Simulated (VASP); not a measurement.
**Na12Cl: single point with PBE**

Na12Cl, a slab with vacuum:

```
Na Cl
1.0
     8.39064    0.00000    0.00000
     0.00000    8.39064    0.00000
     0.00000    0.00000   19.69532
Na Cl
12 1
Direct
  0.25000 0.25000 0.20309
  0.25000 0.75000 0.20309
  0.75000 0.25000 0.20309
  0.75000 0.75000 0.20309
  0.00000 0.00000 0.30960
  0.00000 0.50000 0.30960
  0.50000 0.00000 0.30960
  0.50000 0.50000 0.30960
  0.25000 0.25000 0.41610
  0.25000 0.75000 0.41610
  0.75000 0.25000 0.41610
  0.75000 0.75000 0.41610
  0.30000 0.40000 0.51874
```

```json
{"Program": "VASP 6.6.1", "Task": "single point", "Functional": "PBE", "Potentials or basis": "VASP PAW PBE potentials, release 64 (Na_pv, Cl)", "Cutoff": "520 eV", "k mesh": "3 × 3 × 1", "Occupations": "gaussian, width 0.1 eV", "Spin": "no spin polarisation", "Dipole correction": "yes", "Further INCAR settings": "ALGO = Normal; EDIFF = 1e-07; NBANDS = 58"}
```

* Largest force: 0.522 eV/Å
* Band gap on the k mesh: zero (an odd number of electrons rules out a gap without spin polarisation)

Forces in eV/Å, atoms in the order of the input:
```
Na   0.000  0.004  0.046
Na  -0.005 -0.005  0.049
Na   0.000 -0.017  0.042
Na   0.004  0.016  0.022
Na  -0.016 -0.018 -0.035
Na  -0.038  0.013 -0.061
Na   0.015 -0.026 -0.047
Na   0.024  0.012 -0.051
Na  -0.095 -0.276 -0.240
Na   0.029 -0.231  0.230
Na  -0.044  0.011  0.059
Na   0.000  0.011 -0.018
Cl   0.126  0.507  0.003
```

Levels at points of the mesh, in eV from the Fermi level:
| k point | band 43 | band 44 | band 45 | band 46 | band 47 | band 48 | band 49 | band 50 |
| --- | --- | --- | --- | --- | --- | --- | --- | --- |
| (0.00, 0.00, 0.00) | -0.56 | -0.50 | -0.39 | -0.35 | 0.70 | 0.97 | 1.04 | 1.08 |

It took 14 min on 1 thread of Intel(R) Xeon(R) Platinum 8488C (Sapphire Rapids) (shared host), peak memory 1.1 GiB.
